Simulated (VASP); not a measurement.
A run of VASP 6.6.1 is set up as follows.

Contents of INCAR:

```
  PREC = Accurate
  ENCUT = 520
  EDIFF = 1E-7
  ISMEAR = 0
  SIGMA = 0.15
  LREAL = False
  LASPH = True
  NELM = 60
  ALGO = Fast
  ISIF = 2
  LWAVE = False
  LCHARG = False
  GGA = PS
  NBANDS = 18
```

KPOINTS

```
Automatic mesh
0
Gamma
  14 14 14
```

POSCAR

```
TiAl3
1.0
   -1.9075708801      1.9075708801      4.2765669297
    1.9075708801     -1.9075708801      4.2765669297
    1.9075708801      1.9075708801     -4.2765669297
Ti Al
1 3
Direct
    0.0000000000      0.0000000000      0.0000000000
    0.5000000000      0.5000000000      0.0000000000
    0.7500000000      0.2302628566      0.4802628566
    0.2500000000      0.7697371434      0.5197371434
```

Potentials or basis: VASP PAW PBE potentials, release 64 (Ti_sv, Al).

Run with:

```console
$ cat potpaw_PBE.64/Ti_sv/POTCAR potpaw_PBE.64/Al/POTCAR > POTCAR
$ mpirun -np 1 vasp_std > vasp.out
```

(1) Predict the pressure.

(2) Predict the band gap on the k mesh.

(3) Predict the largest force.

Results:

(1) 0.6 GPa.

(2) zero (an odd number of electrons rules out a gap without spin polarisation).

(3) 0.889 eV/Å.

Caveat: the cell differs from its parent crystal (atoms displaced along a vibrational mode); the PAW data sets were made with another functional, which shifts forces and pressure a little.
